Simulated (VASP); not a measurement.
Crystal: CdSe (Cadmoselite).

```xyz
4
Lattice="4.3000 0.0000 0.0000 -2.1500 3.7239 0.0000 0.0000 0.0000 7.0200" Properties=species:S:1:pos:R:3 pbc="T T T"
Cd    0.0000    2.4826    0.0000
Cd    2.1500    1.2413    3.5100
Se    0.0000    2.4826    2.7027
Se    2.1500    1.2413    6.2127
```

| Quantity | Value |
| --- | --- |
| Program | VASP 6.6.1 |
| Task | relaxation of cell and atoms |
| Functional | revPBE |
| Dispersion | D3(BJ) |
| Potentials or basis | VASP PAW PBE potentials, release 64 (Cd, Se) |
| Cutoff | 500 eV |
| k mesh | 6 × 6 × 4 |
| Occupations | gaussian, width 0.01 eV |
| Spin | no spin polarisation |

At the start: pressure 0.7 GPa; volume 28.10 Å³/atom.

Task: How do energy, volume and symmetry change on relaxing?

Result: Over 9 steps the energy falls by 5.9 meV/atom and the volume is 28.43 Å³/atom (+1.2 %); space group P6_3mc (No. 186, to 0.05 Å).

Step by step:
| step | energy change (eV) | largest force (eV/Å) | pressure (GPa) | volume (Å³) |
| --- | --- | --- | --- | --- |
| 1 | 0.0000 | 0.2995 | 0.70 | 112.41 |
| 2 | -0.0189 | 0.0338 | -0.31 | 114.39 |
| 3 | -0.0193 | 0.0702 | -0.19 | 114.13 |
| 4 | -0.0206 | 0.0419 | 0.02 | 113.65 |
| 5 | -0.0208 | 0.0229 | 0.16 | 113.34 |
| 6 | -0.0218 | 0.0222 | 0.13 | 113.40 |
| 7 | -0.0235 | 0.0181 | 0.05 | 113.58 |
| 8 | -0.0235 | 0.0168 | 0.02 | 113.62 |
| 9 | -0.0236 | 0.0069 | -0.03 | 113.73 |

Final structure:
```
Cd Se
1.0
     4.31425    0.00000    0.00000
    -2.15713    3.73625    0.00000
     0.00000    0.00000    7.05577
Cd Se
2 2
Direct
  0.33333 0.66667 0.00512
  0.66667 0.33333 0.50512
  0.33333 0.66667 0.37988
  0.66667 0.33333 0.87988
```

Caveat: the PAW data sets were made with another functional, which shifts forces and pressure a little.
